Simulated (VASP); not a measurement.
Here is a VASP 6.6.1 calculation.

Contents of INCAR:

```
SYSTEM = Te6Mo3H
PREC = Accurate ; ENCUT = 520
EDIFF = 1E-7 ; ISMEAR = 0
SIGMA = 0.05 ; LREAL = .False.
LASPH = .True. ; NELM = 80
ALGO = Normal ; ISIF = 2
LWAVE = .False. ; LCHARG = .False.
GGA = PE ; IVDW = 12
NBANDS = 50
```

KPOINTS

```
Automatic mesh
0
Gamma
  9 9 1
  0 0 0
```

Contents of POSCAR:

```
Te6Mo3H
1.0
    3.4959407812      0.0000000000      0.0000000000
   -1.7479703906      3.0275735266      0.0000000000
    0.0000000000      0.0000000000     21.3113513408
Te Mo H
6 3 1
Direct
    0.0000000000      0.0000000000      0.9147264527
    0.3333333333      0.6666666667      0.5934158068
    0.3333333333      0.6666666667      0.2359734255
    0.3333333333      0.6666666667      0.7640265745
    0.3333333333      0.6666666667      0.4065841932
    0.0000000000      0.0000000000      0.0852735473
    0.0000000000      0.0000000000      0.6786881624
    0.0000000000      0.0000000000      0.3213118376
    0.3333333333      0.6666666667      0.0000000000
   -0.3844005257     -0.6088669295      0.8356663792
```

Potentials or basis: VASP PAW PBE potentials, release 64 (Te, Mo_sv, H).

Launch:

```bash
$ cat potpaw_PBE.64/Te/POTCAR potpaw_PBE.64/Mo_sv/POTCAR potpaw_PBE.64/H/POTCAR > POTCAR
$ mpirun -np 1 vasp_std > vasp.out
```

**Question.** What does it give for the largest force?

**Answer.** 0.175 eV/Å.

**Question.** Estimate the band gap on the k mesh.

**Answer.** Zero (an odd number of electrons rules out a gap without spin polarisation).

**Question.** Estimate the pressure.

**Answer.** -0.1 GPa.

**Question.** What does it give for the dispersion energy per atom?

**Answer.** -0.504 eV.

Forces on the atoms (eV/Å):
```
Te   0.035 -0.022  0.016
Te  -0.014  0.009 -0.108
Te   0.000  0.000 -0.032
Te   0.141 -0.082  0.063
Te   0.000  0.000  0.024
Te  -0.002  0.002  0.081
Mo  -0.087  0.052  0.033
Mo   0.002 -0.001  0.007
Mo  -0.081  0.050 -0.051
H    0.007 -0.008 -0.034
```

Caveat: spin-orbit coupling is left out, which moves the levels of the heavy elements.
